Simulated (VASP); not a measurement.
# Zr (P6/mmm) in VASP: notebook

The runs below take Zr through single point, with LDA.

All numbers are computed with VASP 6.6.1; they aren't measurements. Logs are shortened: lines on timing, memory, paths and dates and some standing lists are left out, and cuts for length are marked.

### Step 1. The cell of the first run

Symmetry: P6/mmm, No. 191, hexagonal system. Conventional cell: a = 4.750 Å, b = 4.750 Å, c = 2.973 Å, α = 90.00°, β = 90.00°, γ = 120.00°. Within 3.9 Å of Zr (site symmetry 6/mmm) lie 14 Zr at 2.97 to 3.12 Å. Zr (site symmetry -6m2) has 11 Zr at 2.74 to 3.12 Å within 3.6 Å.

This isn't the form of Zr at room conditions, which is hcp.

### Step 2. Single point, LDA

Contents of INCAR:

```
SYSTEM = Zr
ALGO = Fast
EDIFF = 1E-6
ENCUT = 520
ISIF = 2
ISMEAR = 0
LASPH = .True.
LCHARG = .True.
LELF = .True.
LREAL = .False.
LVHAR = .True.
LWAVE = .False.
NBANDS = 25
NELM = 80
PREC = Accurate
SIGMA = 0.05
```

Contents of KPOINTS:

```
k-points
0
Gamma
  10 10 16
  0 0 0
```

Contents of POSCAR:

```
Zr
1.0
    4.7501698065      0.0000000000      0.0000000000
   -2.3750849032      4.1137677247      0.0000000000
    0.0000000000      0.0000000000      2.9731776172
Zr
3
Direct
    0.0000000000      0.0000000000      0.0000000000
    0.3333333333      0.6666666667      0.5000000000
    0.6666666667      0.3333333333      0.5000000000
```

Potentials or basis: VASP PAW LDA potentials, release 64 (Zr_sv).

Command:

```console
$ cat potpaw_LDA.64/Zr_sv/POTCAR > POTCAR
$ mpirun -np 1 vasp_std > vasp.out
```

OUTCAR:

```text
SYSTEM = Zr
   EDIFF = 1E-6
   ENCUT = 520
   ISIF = 2
   ISMEAR = 0
   LASPH = .True.
   LREAL = .False.
   NELM = 80
   PREC = Accurate

 ion  position               nearest neighbor table
   1  0.000  0.000  0.000-   2 3.12   3 3.12   2 3.12   3 3.12   2 3.12   2 3.12   3 3.12   3 3.12
                             3 3.12   3 3.12   2 3.12   2 3.12
   2  0.333  0.667  0.500-   3 2.74   3 2.74   3 2.74   1 3.12   1 3.12   1 3.12   1 3.12   1 3.12
                             1 3.12
   3  0.667  0.333  0.500-   2 2.74   2 2.74   2 2.74   1 3.12   1 3.12   1 3.12   1 3.12   1 3.12
                             1 3.12

  LATTYP: Found a hexagonal cell.
 ALAT       =     4.7501698065
 C/A-ratio  =     0.6259097545

  Lattice vectors:

 A1 = (   4.7501698065,   0.0000000000,   0.0000000000)
 A2 = (  -2.3750849032,   4.1137677247,   0.0000000000)
 A3 = (   0.0000000000,   0.0000000000,   2.9731776172)

Analysis of symmetry for initial positions (statically):
=====================================================================
 Subroutine PRICEL returns:
 Original cell was already a primitive cell.

 Routine SETGRP: Setting up the symmetry group for a
 hexagonal supercell.

 Subroutine GETGRP returns: Found 24 space group operations
 (whereof 24 operations were pure point group operations)
 out of a pool of 24 trial point group operations.

The static configuration has the point symmetry D_6h.

Analysis of symmetry for dynamics (positions and initial velocities):
=====================================================================
 Subroutine PRICEL returns:
 Original cell was already a primitive cell.

 Routine SETGRP: Setting up the symmetry group for a
 hexagonal supercell.

 Subroutine GETGRP returns: Found 24 space group operations
 (whereof 24 operations were pure point group operations)
 out of a pool of 24 trial point group operations.

The dynamic configuration has the point symmetry D_6h.

 Subroutine INISYM returns: Found 24 space group operations
 (whereof 24 operations are pure point group operations),
 and found     1 'primitive' translations

----------------------------------------------------------------------------------------

                                     Primitive cell

  volume of cell :      58.0991

  direct lattice vectors                    reciprocal lattice vectors
     4.750169806  0.000000000  0.000000000     0.210518790  0.121543080  0.000000000
    -2.375084903  4.113767725  0.000000000     0.000000000  0.243086160  0.000000000
     0.000000000  0.000000000  2.973177617     0.000000000  0.000000000  0.336340484

  length of vectors
     4.750169806  4.750169806  2.973177617     0.243086160  0.243086160  0.336340484

  position of ions in fractional coordinates (direct lattice)
     0.000000000  0.000000000  0.000000000
     0.333333333  0.666666667  0.500000000
     0.666666667  0.333333333  0.500000000

  ion indices of the primitive-cell ions
   primitive index   ion index
                 1           1
                 2           2
                 3           3

----------------------------------------------------------------------------------------

 KPOINTS: k-points

Automatic generation of k-mesh.
 Grid dimensions read from file:
 generate k-points for:   10   10   16

 Generating k-lattice:

  Cartesian coordinates                     Fractional coordinates (reciprocal lattice)
     0.021051879  0.012154308  0.000000000     0.100000000  0.000000000  0.000000000
     0.000000000  0.024308616  0.000000000     0.000000000  0.100000000  0.000000000
     0.000000000  0.000000000  0.021021280     0.000000000  0.000000000  0.062500000

  Length of vectors
     0.024308616  0.024308616  0.021021280

  Shift w.r.t. Gamma in fractional coordinates (k-lattice)
     0.000000000  0.000000000  0.000000000

 Subroutine IBZKPT returns following result:
 ===========================================

 Found    126 irreducible k-points:

 Following reciprocal coordinates:
            Coordinates               Weight
  0.000000  0.000000  0.000000      1.000000
  0.100000 -0.000000  0.000000      6.000000
  0.200000 -0.000000  0.000000      6.000000
  0.300000  0.000000  0.000000      6.000000
  0.400000  0.000000  0.000000      6.000000
  0.500000 -0.000000  0.000000      3.000000
[... 16 lines left out ...]
  0.300000  0.100000  0.062500     24.000000
  0.400000  0.100000  0.062500     24.000000
 [... further k-points ...]
   k-points           NKPTS =    126   k-points in BZ     NKDIM =    126   number of bands    NBANDS=     25
   number of dos      NEDOS =    301   number of ions     NIONS =      3
   total plane-waves  NPLWV =  31104
   dimension x,y,z NGX =    36 NGY =   36 NGZ =   24
   dimension x,y,z NGXF=    72 NGYF=   72 NGZF=   48
   ions per type =               3
   NGX,Y,Z   is equivalent  to a cutoff of  12.60, 12.60, 13.42 a.u.
   NGXF,Y,Z  is equivalent  to a cutoff of  25.20, 25.20, 26.84 a.u.
 SYSTEM =  Zr
   PREC   = accura    normal or accurate (medium, high low for compatibility)
   ISTART =      0    job   : 0-new  1-cont  2-samecut
   ICHARG =      2    charge: 1-file 2-atom 10-const
   ISPIN  =      1    spin polarized calculation?
   LNONCOLLINEAR =      F non collinear calculations
   LSORBIT =      F    spin-orbit coupling
   LASPH  =      T    aspherical Exc in radial PAW
   ENCUT  =  520.0 eV  38.22 Ry    6.18 a.u.   8.83  8.83  5.53*2*pi/ulx,y,z
   NELM   =     80;   NELMIN=  2; NELMDL= -5     # of ELM steps
   EDIFF  = 0.1E-05   stopping-criterion for ELM
   LREAL  =      F    real-space projection
[... 7 lines left out ...]
   TEBEG  =    0.0;   TEEND  =   0.0 temperature during run
   PSTRESS=    0.0 pullay stress
   NELECT =      36.0000    total number of electrons
   NUPDOWN=      -1.0000    fix difference up-down
   EMIN   =  10.00;   EMAX   =-10.00  energy-range for DOS
   EFERMI =   0.00;   METHOD = LEGACY
   ISMEAR =     0;   SIGMA  =   0.05  broadening in eV -4-tet -1-fermi 0-gaus
   EFERMI_NEDOS =   21; number of points for ismear=-14 and -15
   IALGO  =     68    algorithm
   IMIX   =      4    mixing-type and parameters
     AMIX     =   0.40;   BMIX     =  1.00
     AMIX_MAG =   1.60;   BMIX_MAG =  1.00
  volume/ion in A,a.u.               =      19.37       130.69
  Fermi-wavevector in a.u.,A,eV,Ry     =   1.395680  2.637452 26.503083  1.947922
  Thomas-Fermi vector in A             =   2.519108
   LORBIT       =      0    0 simple, 1 ext, 2 COOP (PROOUT), +10 PAW based schemes
   GGA     = CA    functional components
   LHFCALC =     F    Hartree Fock is set to
   AEXX    =    0.0000 exact exchange contribution
   IVDW    =     0    specifies the selected vdW correction
   LEPSILON=     F    determine dielectric tensor
   LRPA    =     F    only Hartree local field effects (RPA)
 non-spin polarized calculation
 RMM-DIIS sequential band-by-band and
 Gauss-broadening in eV      SIGMA  =   0.05
  energy-cutoff  :      520.00
  volume of cell :       58.10
 maximum number of plane-waves:      1589
 NGX is ok and might be reduce to    36
   NGX = 17   NGY = 17   NGZ = 11

 number of electron      36.0000000 magnetization

 Free energy of the ion-electron system (eV)
  ---------------------------------------------------
  ext. energy  EPLUGINS =         0.00000000
  ---------------------------------------------------
  free energy    TOTEN  =       -27.64995638 eV

  energy without entropy =      -27.64696719  energy(sigma->0) =      -27.64846179

 E-fermi :  10.8218     XC(G=0): -12.1564

 val. band max:       10.8004272912   @ k =   0.3000   0.2000   0.0000
 cond. band min:      10.8252222100   @ k =   0.4000   0.0000   0.1250
 fundamental gap:      0.0247949187
 Fermi energy:        10.8217677359

 k-point     1 :       0.0000    0.0000    0.0000
  band No.  band energies     occupation
      1     -37.4101      2.00000
      2     -37.1128      2.00000
      3     -36.8171      2.00000
      4     -16.0213      2.00000
      5     -16.0213      2.00000
      6     -15.8154      2.00000
[... 17 lines left out ...]
     24      13.3804      0.00000
     25      13.3892      0.00000

 k-point     2 :       0.1000   -0.0000    0.0000
  band No.  band energies     occupation
      1     -37.4011      2.00000
      2     -37.1135      2.00000
      3     -36.8263      2.00000
      4     -16.1186      2.00000
      5     -16.0865      2.00000
      6     -15.7086      2.00000
[... 17 lines left out ...]
     24      12.9406      0.00000
     25      13.9295      0.00000

 k-point     3 :       0.2000   -0.0000    0.0000
  band No.  band energies     occupation
      1     -37.3764      2.00000
      2     -37.1143      2.00000
      3     -36.8527      2.00000
      4     -16.2555      2.00000
      5     -16.1281      2.00000
      6     -15.5453      2.00000
[... 17 lines left out ...]
     24      13.2141      0.00000
     25      14.5441      0.00000

 k-point     4 :       0.3000    0.0000    0.0000
  band No.  band energies     occupation
      1     -37.3436      2.00000
      2     -37.1116      2.00000
      3     -36.8913      2.00000
      4     -16.3664      2.00000
      5     -16.0801      2.00000
      6     -15.3979      2.00000
[... 17 lines left out ...]
     24      13.8205      0.00000
     25      15.1886      0.00000

 k-point     5 :       0.4000    0.0000    0.0000
  band No.  band energies     occupation
      1     -37.3152      2.00000
      2     -37.1026      2.00000
      3     -36.9312      2.00000
      4     -16.4371      2.00000
      5     -15.9395      2.00000
      6     -15.4888      2.00000
[... 17 lines left out ...]
     24      14.3469      0.00000
     25      14.5884      0.00000

 k-point     6 :       0.5000   -0.0000    0.0000
  band No.  band energies     occupation
      1     -37.3040      2.00000
      2     -37.0955      2.00000
      3     -36.9504      2.00000
      4     -16.4613      2.00000
      5     -15.7330      2.00000
      6     -15.7179      2.00000
[... 17 lines left out ...]
     24      13.6453      0.00000
     25      15.2336      0.00000
[... 393 lines left out ...]
 k-point    21 :       0.1000    0.1000    0.0625
  band No.  band energies     occupation
      1     -37.3777      2.00000
      2     -37.1120      2.00000
      3     -36.8400      2.00000
      4     -16.1900      2.00000
      5     -16.1385      2.00000
      6     -15.5729      2.00000
[... 17 lines left out ...]
     24      13.1027      0.00000
     25      14.5296      0.00000

 k-point    22 :       0.2000    0.1000    0.0625
  band No.  band energies     occupation
      1     -37.3494      2.00000
      2     -37.1099      2.00000
      3     -36.8731      2.00000
      4     -16.2847      2.00000
      5     -16.1426      2.00000
      6     -15.4535      2.00000
[... 17 lines left out ...]
     24      13.5569      0.00000
     25      15.2108      0.00000

 k-point    23 :       0.3000    0.1000    0.0625
  band No.  band energies     occupation
      1     -37.3197      2.00000
      2     -37.1010      2.00000
      3     -36.9145      2.00000
      4     -16.3638      2.00000
      5     -16.0516      2.00000
      6     -15.4550      2.00000
[... 17 lines left out ...]
     24      14.1885      0.00000
     25      14.6106      0.00000

 k-point    24 :       0.4000    0.1000    0.0625
  band No.  band energies     occupation
      1     -37.3009      2.00000
      2     -37.0873      2.00000
      3     -36.9488      2.00000
      4     -16.4065      2.00000
      5     -15.8791      2.00000
      6     -15.6479      2.00000
[... 17 lines left out ...]
     24      13.8534      0.00000
     25      14.9763      0.00000

 [... further k-points ...]
[... 5 lines left out ...]
  --------------------------------------------------------------------------------------
  -------------------------------------------------------------------------------------
  Total        5.1470374      5.1470374      5.1291163      0.0000000      0.0000000     -0.0000000
  in kB      141.9378273    141.9378273    141.4436242      0.0000000      0.0000000     -0.0000000
  external PRESSURE =     141.7730930 kB  Pullay stress =       0.0000000 kB

 VOLUME and BASIS-vectors are now :
 -----------------------------------------------------------------------------
  energy-cutoff  :      520.00
  volume of cell :       58.10
      direct lattice vectors                 reciprocal lattice vectors
     4.750169806  0.000000000  0.000000000     0.210518790  0.121543080  0.000000000
    -2.375084903  4.113767725  0.000000000     0.000000000  0.243086160  0.000000000
     0.000000000  0.000000000  2.973177617     0.000000000  0.000000000  0.336340484

 POSITION                                       TOTAL-FORCE (eV/Angst)
 -----------------------------------------------------------------------------------
      0.00000      0.00000      0.00000         0.000000      0.000000     -0.000000
     -0.00000      2.74251      1.48659        -0.000000      0.000000      0.000000
      2.37508      1.37126      1.48659         0.000000     -0.000000     -0.000000
 -----------------------------------------------------------------------------------
    total drift:                                0.000000     -0.000000     -0.000000

  FREE ENERGIE OF THE ION-ELECTRON SYSTEM (eV)
  ---------------------------------------------------
  free  energy   TOTEN  =       -27.6499563829 eV

  energy  without entropy=      -27.6469671919  energy(sigma->0) =      -27.64846179
```

It took 2.8 min on 1 thread of Intel Xeon Platinum 8259CL at 2.50GHz (Skylake/Cascade Lake), shared host; peak memory 0.25 GiB.

Results:

| Property | Result |
| --- | --- |
| Free energy | -27.6500 eV |
| Pressure | 14.2 GPa |
| Band gap on the k mesh | zero (bands 18 and 19 overlap by 0.86 eV) |

Caveat: the cell stands under pressure.

### Step 3. Single point, LDA

This run uses another cell than the first one, of 20.04 Å³/atom.

Contents of INCAR:

```
SYSTEM = Zr
PREC     = Accurate       ! precision mode
ENCUT    = 520            ! plane-wave cutoff, eV
EDIFF    = 1E-6           ! SCF threshold, eV
ISMEAR   = 0              ! smearing method
SIGMA    = 0.05           ! smearing width, eV
LREAL    = .FALSE.        ! projectors in reciprocal space
LASPH    = .TRUE.         ! aspherical terms in the spheres
NELM     = 60             ! most SCF steps
ALGO     = Fast           ! electronic algorithm
ISIF     = 2              ! what is computed and relaxed
LWAVE    = .FALSE.        ! write WAVECAR
LCHARG   = .FALSE.        ! write CHGCAR
GGA      = CA             ! functional
NBANDS   = 25             ! bands
```

Contents of KPOINTS:

```
Automatic mesh
0
G
  10 10 16
  0 0 0
```

Contents of POSCAR:

```
Zr
1.0
    4.8045892494      0.0000000000      0.0000000000
   -2.4022946247      4.1608963448      0.0000000000
    0.0000000000      0.0000000000      3.0075235641
Zr
3
Direct
    0.0000000000      0.0000000000      0.0000000000
    0.3333333333      0.6666666667      0.5000000000
    0.6666666667      0.3333333333      0.5000000000
```

Potentials or basis: VASP PAW LDA potentials, release 64 (Zr_sv).

Command:

```console
$ cat potpaw_LDA.64/Zr_sv/POTCAR > POTCAR
$ mpirun -np 1 vasp_std > vasp.out
```

Run time: 3 min. Hardware: 1 thread of Intel Xeon Platinum 8259CL at 2.50GHz (Skylake/Cascade Lake), shared host; peak memory 0.25 GiB.

The run converged. Its results:

- Free energy: -27.7978 eV
- Pressure: 9.2 GPa
- Band gap on the k mesh: zero (bands 18 and 19 overlap by 0.80 eV)

Levels at points of the mesh, in eV from the Fermi level:
```csv
k point,band 15,band 16,band 17,band 18,band 19,band 20,band 21,band 22
"(0.00, 0.00, 0.00)",-0.39,-0.39,-0.32,-0.32,-0.16,0.90,1.79,1.79
"(0.50, 0.00, 0.00)",-2.98,-0.81,-0.81,-0.58,-0.08,0.82,1.12,2.39
"(0.00, 0.00, 0.50)",-2.22,-2.22,-1.95,-1.10,1.33,1.33,1.97,1.97
"(0.50, 0.00, 0.50)",-2.31,-1.84,-0.93,-0.37,0.18,1.03,1.76,1.87
```

Caveat: the cell stands under pressure.

### Step 4. Single point, LDA

This run uses another cell than the first one, of 20.50 Å³/atom.

Contents of INCAR:

```
  PREC = Accurate
  ENCUT = 520
  EDIFF = 1E-6
  ISMEAR = 0
  SIGMA = 0.05
  LREAL = False
  LASPH = True
  NELM = 80
  ALGO = Fast
  ISIF = 2
  LWAVE = False
  LCHARG = False
  NBANDS = 25
```

Contents of KPOINTS:

```
Automatic mesh
0
Gamma
  10 10 16
```

Contents of POSCAR:

```
Zr
1.0
    4.8404578657      0.0000000000      0.0000000000
   -2.4202289328      4.1919594776      0.0000000000
    0.0000000000      0.0000000000      3.0301931880
Zr
3
Direct
    0.0000000000      0.0000000000      0.0000000000
    0.3333333333      0.6666666667      0.5000000000
    0.6666666667      0.3333333333      0.5000000000
```

Command:

```console
$ cat potpaw_LDA.64/Zr_sv/POTCAR > POTCAR
$ mpirun -np 1 vasp_std > vasp.out
```

It took 3 min on 1 thread of Intel Xeon Platinum 8259CL at 2.50GHz (Skylake/Cascade Lake), shared host; peak memory 0.25 GiB.

Results (log left out):

```
Free energy            : -27.8634 eV
Pressure               : 6.2 GPa
Band gap on the k mesh : zero (bands 18 and 19 overlap by 0.76 eV)
```

Levels at points of the mesh, in eV from the Fermi level:
```csv
k point,band 15,band 16,band 17,band 18,band 19,band 20,band 21,band 22
"(0.00, 0.00, 0.00)",-0.41,-0.41,-0.34,-0.34,-0.17,0.89,1.75,1.75
"(0.50, 0.00, 0.00)",-3.01,-0.78,-0.78,-0.57,-0.07,0.79,1.11,2.26
"(0.00, 0.00, 0.50)",-2.16,-2.16,-1.99,-1.15,1.31,1.31,1.91,1.91
"(0.50, 0.00, 0.50)",-2.25,-1.78,-0.91,-0.39,0.20,1.00,1.69,1.75
```

Caveat: the cell stands under pressure.

(Part 1 of 2 ends here.)

The gap in the log of VASP goes by the Fermi energy; the results here count the filled bands.